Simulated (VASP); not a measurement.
# Rb (Fmmm) in VASP: single point with PBE

Aim: the single point of Rb with PBE.

Program: VASP 6.6.1. These are calculated values, not measurements. Logs are shortened: lines on timing, memory, paths and dates and some standing lists are left out, and cuts for length are marked.

## 1. The cell of the first run

The structure is orthorhombic, space group Fmmm (No. 69). The conventional cell has a = 5.612 Å, b = 7.862 Å, c = 8.011 Å, α = 90.00°, β = 90.00°, γ = 90.00°.

## 2. Single point, PBE (strain +0.0187 x Voigt [0, 0, 0, 1, 0, 0])

Input file INCAR:

```
SYSTEM = Rb
PREC = Accurate ; ENCUT = 520
EDIFF = 1E-7 ; ISMEAR = 0
SIGMA = 0.15 ; LREAL = .False.
LASPH = .True. ; NELM = 60
ALGO = Fast ; ISIF = 2
LWAVE = .False. ; LCHARG = .False.
GGA = PE ; NBANDS = 10
```

Input file KPOINTS:

```
Automatic mesh
0
Gamma
  12 12 12
  0 0 0
```

Input file POSCAR:

```
Rb
1.0
   -2.8060000000      2.8322361000      2.8322361000
    2.8060000000     -2.7797639000      2.7797639000
    2.8060000000      2.7797639000     -2.7797639000
Rb
1
Direct
    0.0000000000      0.0000000000      0.0000000000
```

Potentials or basis: VASP PAW PBE potentials, release 64 (Rb_sv).

The run is started by

```
> cat potpaw_PBE.64/Rb_sv/POTCAR > POTCAR
> mpirun -np 1 vasp_std > vasp.out
```

OUTCAR:

```text
SYSTEM = Rb
   PREC = Accurate
   ENCUT = 520
   EDIFF = 1E-7
   ISMEAR = 0
   LREAL = .False.
   LASPH = .True.
   NELM = 60
   ISIF = 2
   GGA = PE

 ion  position               nearest neighbor table
   1  0.000  0.000  0.000-

  LATTYP: Found a face centered orthorhombic cell.
 ALAT       =     5.6120000000
 B/A-ratio  =     1.4009906656
 C/A-ratio  =     1.4274364592

  Lattice vectors:

 A1 = (   0.0000000000,   5.6120000000,   0.0524722000)
 A2 = (   2.8060000000,   2.8322361000,   2.8322361000)
 A3 = (   2.8060000000,   2.7797639000,  -2.7797639000)

Analysis of symmetry for initial positions (statically):
=====================================================================
 Subroutine PRICEL returns:
 Original cell was already a primitive cell.

 Routine SETGRP: Setting up the symmetry group for a
 face centered orthorhombic supercell.

 Subroutine GETGRP returns: Found  8 space group operations
 (whereof  8 operations were pure point group operations)
 out of a pool of  8 trial point group operations.

The static configuration has the point symmetry D_2h.

Analysis of symmetry for dynamics (positions and initial velocities):
=====================================================================
 Subroutine PRICEL returns:
 Original cell was already a primitive cell.

 Routine SETGRP: Setting up the symmetry group for a
 face centered orthorhombic supercell.

 Subroutine GETGRP returns: Found  8 space group operations
 (whereof  8 operations were pure point group operations)
 out of a pool of  8 trial point group operations.

The dynamic configuration has the point symmetry D_2h.

 Subroutine INISYM returns: Found  8 space group operations
 (whereof  8 operations are pure point group operations),
 and found     1 'primitive' translations

----------------------------------------------------------------------------------------

                                     Primitive cell

  volume of cell :      88.3660

  direct lattice vectors                    reciprocal lattice vectors
    -2.806000000  2.832236100  2.832236100     0.000000000  0.176538955  0.176538955
     2.806000000 -2.779763900  2.779763900     0.178189594 -0.001666218  0.178205173
     2.806000000  2.779763900 -2.779763900     0.178189594  0.178205173 -0.001666218

  length of vectors
     4.890476322  4.829887233  4.829887233     0.249663784  0.252014665  0.252014665

[... 81 lines left out ...]
   NSW    =      0    number of steps for IOM
   IBRION =     -1    ionic relax: 0-MD 1-quasi-New 2-CG
   NFREE  =      0    steps in history (QN), initial steepest desc. (CG)
   ISIF   =      2    stress and relaxation
   ISYM   =      2    0-nonsym 1-usesym 2-fastsym
   POTIM  = 0.5000    time-step for ionic-motion
   TEBEG  =    0.0;   TEEND  =   0.0 temperature during run
   PSTRESS=    0.0 pullay stress
   NELECT =       9.0000    total number of electrons
   NUPDOWN=      -1.0000    fix difference up-down
   EMIN   =  10.00;   EMAX   =-10.00  energy-range for DOS
   EFERMI =   0.00;   METHOD = LEGACY
   ISMEAR =     0;   SIGMA  =   0.15  broadening in eV -4-tet -1-fermi 0-gaus
   EFERMI_NEDOS =   21; number of points for ismear=-14 and -15
   IALGO  =     68    algorithm
   IMIX   =      4    mixing-type and parameters
     AMIX     =   0.40;   BMIX     =  1.00
     AMIX_MAG =   1.60;   BMIX_MAG =  1.00
  volume/ion in A,a.u.               =      88.37       596.32
  Fermi-wavevector in a.u.,A,eV,Ry     =   0.764529  1.444750  7.952669  0.584505
  Thomas-Fermi vector in A             =   1.864451
   LORBIT       =      0    0 simple, 1 ext, 2 COOP (PROOUT), +10 PAW based schemes
   GGA     = PE    functional components
   LHFCALC =     F    Hartree Fock is set to
   AEXX    =    0.0000 exact exchange contribution
   IVDW    =     0    specifies the selected vdW correction
   LEPSILON=     F    determine dielectric tensor
   LRPA    =     F    only Hartree local field effects (RPA)
 non-spin polarized calculation
 RMM-DIIS sequential band-by-band and
 Gauss-broadening in eV      SIGMA  =   0.15
  energy-cutoff  :      520.00
  volume of cell :       88.37
 maximum number of plane-waves:      2412
   NGX = 19   NGY = 17   NGZ = 17

 number of electron       9.0000000 magnetization

 Free energy of the ion-electron system (eV)
  ---------------------------------------------------
  ext. energy  EPLUGINS =         0.00000000
  ---------------------------------------------------
  free energy    TOTEN  =        -0.93972351 eV

  energy without entropy =       -0.92851153  energy(sigma->0) =       -0.93411752

 E-fermi :   0.0746     XC(G=0):  -5.5375

 val. band max:        0.0729747514   @ k =   0.2500  -0.4167   0.3333
 cond. band min:       0.0770380152   @ k =   0.3333   0.1667  -0.0000
 fundamental gap:      0.0040632638
 Fermi energy:         0.0746042899

 k-point     1 :       0.0000    0.0000    0.0000
  band No.  band energies     occupation
      1     -28.8092      2.00000
      2     -12.8494      2.00000
      3     -12.8483      2.00000
      4     -12.8473      2.00000
      5      -1.9324      2.00000
      6       3.7428      0.00000
      7       3.7780      0.00000
      8       3.8279      0.00000
      9       4.7390      0.00000
     10       4.7464      0.00000
[... 287 lines left out ...]
 k-point    24 :       0.2500    0.2500   -0.0000
  band No.  band energies     occupation
      1     -28.8045      2.00000
      2     -12.9319      2.00000
      3     -12.8931      2.00000
      4     -12.8583      2.00000
      5       0.0389      1.26338
      6       1.6638      0.00000
      7       2.0958      0.00000
      8       4.3744      0.00000
      9       4.6073      0.00000
     10       5.4154      0.00000

 [... further k-points ...]

------------------------ aborting loop because EDIFF is reached ----------------------------------------

  FORCE on cell =-STRESS in cart. coord.  units (eV):
  Direction    XX          YY          ZZ          XY          YZ          ZX
  --------------------------------------------------------------------------------------
  -------------------------------------------------------------------------------------
  Total        0.0511982      0.0506028      0.0506028      0.0000000     -0.0204241      0.0000000
  in kB        0.9282829      0.9174867      0.9174867      0.0000000     -0.3703133      0.0000000
  external PRESSURE =       0.9210854 kB  Pullay stress =       0.0000000 kB

 VOLUME and BASIS-vectors are now :
 -----------------------------------------------------------------------------
  energy-cutoff  :      520.00
  volume of cell :       88.37
      direct lattice vectors                 reciprocal lattice vectors
    -2.806000000  2.832236100  2.832236100     0.000000000  0.176538955  0.176538955
     2.806000000 -2.779763900  2.779763900     0.178189594 -0.001666218  0.178205173
     2.806000000  2.779763900 -2.779763900     0.178189594  0.178205173 -0.001666218

 POSITION                                       TOTAL-FORCE (eV/Angst)
 -----------------------------------------------------------------------------------
      0.00000      0.00000      0.00000         0.000000      0.000000      0.000000
 -----------------------------------------------------------------------------------
    total drift:                               -0.000000      0.000000      0.000000

  FREE ENERGIE OF THE ION-ELECTRON SYSTEM (eV)
  ---------------------------------------------------
  free  energy   TOTEN  =        -0.9397235134 eV

  energy  without entropy=       -0.9285115251  energy(sigma->0) =       -0.93411752
```

OSZICAR:

```text
N       E                     dE             d eps       ncg     rms          rms(c)
DAV:   1     0.424922214948E+02    0.42492E+02   -0.33350E+03  5600   0.661E+02
DAV:   2     0.171148377284E+01   -0.40781E+02   -0.39897E+02  6242   0.124E+02
DAV:   3    -0.823513639938E+00   -0.25350E+01   -0.25278E+01  7414   0.317E+01
DAV:   4    -0.936126179800E+00   -0.11261E+00   -0.11222E+00  8006   0.562E+00
DAV:   5    -0.938322068408E+00   -0.21959E-02   -0.21954E-02  7450   0.694E-01    0.128E+00
RMM:   6    -0.938728687404E+00   -0.40662E-03   -0.14715E-03  6271   0.243E-01    0.782E-01
RMM:   7    -0.939610344256E+00   -0.88166E-03   -0.34329E-03  6490   0.356E-01    0.480E-02
RMM:   8    -0.939717800300E+00   -0.10746E-03   -0.21338E-04  7586   0.958E-02    0.716E-03
RMM:   9    -0.939721765899E+00   -0.39656E-05   -0.44721E-05  9385   0.337E-02    0.591E-03
RMM:  10    -0.939723122034E+00   -0.13561E-05   -0.83722E-06  9798   0.148E-02    0.385E-03
RMM:  11    -0.939723265008E+00   -0.14297E-06   -0.33334E-06  9731   0.788E-03    0.118E-03
RMM:  12    -0.939723434962E+00   -0.16995E-06   -0.99249E-07  8631   0.449E-03    0.428E-04
RMM:  13    -0.939723513363E+00   -0.78401E-07   -0.43971E-07  7910   0.290E-03
   1 F= -.93972351E+00 E0= -.93411752E+00  d E =-.112120E-01
```

Run time: 2.6 min. Hardware: 1 thread of Intel Xeon Platinum 8375C at 2.90GHz (Ice Lake), shared host; peak memory 0.37 GiB.

What came out:

```yaml
Free_energy: -0.9397 eV
Pressure: 0.1 GPa
Band_gap_on_the_k_mesh: zero (an odd number of electrons rules out a gap without spin polarisation)
```

Caveat: the cell differs from its parent crystal (strain +0.0187 x Voigt [0, 0, 0, 1, 0, 0]).
